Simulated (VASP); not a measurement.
**NbRu3: electric field gradients with LDA**

Crystal: NbRu3.

```
Nb Ru
1.0
     3.88000    0.03880    0.03880
     0.03880    3.88000    0.03880
     0.03880    0.03880    3.88000
Nb Ru
1 3
Direct
  0.00000 0.00000 0.00000
  0.00000 0.50000 0.50000
  0.50000 0.00000 0.50000
  0.50000 0.50000 0.00000
```

This cell differs from its parent crystal: equal xy, yz and zx shear strains of +2 %.

| Item | Value |
| --- | --- |
| Program | VASP 6.6.1 |
| Task | electric field gradients |
| Functional | LDA |
| Potentials or basis | VASP PAW LDA potentials, release 64 (Nb_sv, Ru_pv) |
| Cutoff | 520 eV |
| k mesh | 9 × 9 × 9 |
| Occupations | fermi-dirac, width 0.05 eV |
| Spin | no spin polarisation |
| Dipole correction | no |
| Further INCAR settings | ALGO = Normal; EDIFF = 1e-08; NBANDS = 36 |

```json
{"Pressure": "-10.6 GPa", "Band gap on the k mesh": "zero (an odd number of electrons rules out a gap without spin polarisation)", "Largest electric field gradient by atom": "Nb +3.3; Ru -19.3 V/Å²"}
```

Stress tensor (GPa, compression positive):
```
-10.65  -3.24  -3.24
 -3.24 -10.65  -3.24
 -3.24  -3.24 -10.65
```

Levels at points of the mesh, in eV from the Fermi level:
```
           k point  band 26  band 27  band 28  band 29  band 30  band 31
(0.00, 0.00, 0.00)     1.75     2.30     2.30     2.33     3.63     3.63
```

Electric field gradients, principal values (V/Å²):
| atom | least | middle | greatest (by size) |
| --- | --- | --- | --- |
| 1 Nb | -1.640 | -1.640 | 3.279 |
| 2 Ru | 6.848 | 12.424 | -19.273 |
| 3 Ru | 6.848 | 12.424 | -19.273 |
| 4 Ru | 6.848 | 12.424 | -19.273 |

Wall time 3.4 min on 1 thread of Intel(R) Xeon(R) Platinum 8259CL CPU @ 2.50GHz (Skylake/Cascade Lake), with other jobs on the host, peak memory 0.26 GiB.

Caveat: the cell differs from its parent crystal (equal xy, yz and zx shear strains of +2 %); the cell stands under tension; without QUAD_EFG the Cq values of the log hold for a quadrupole moment of 1 mb, not for the nuclei.
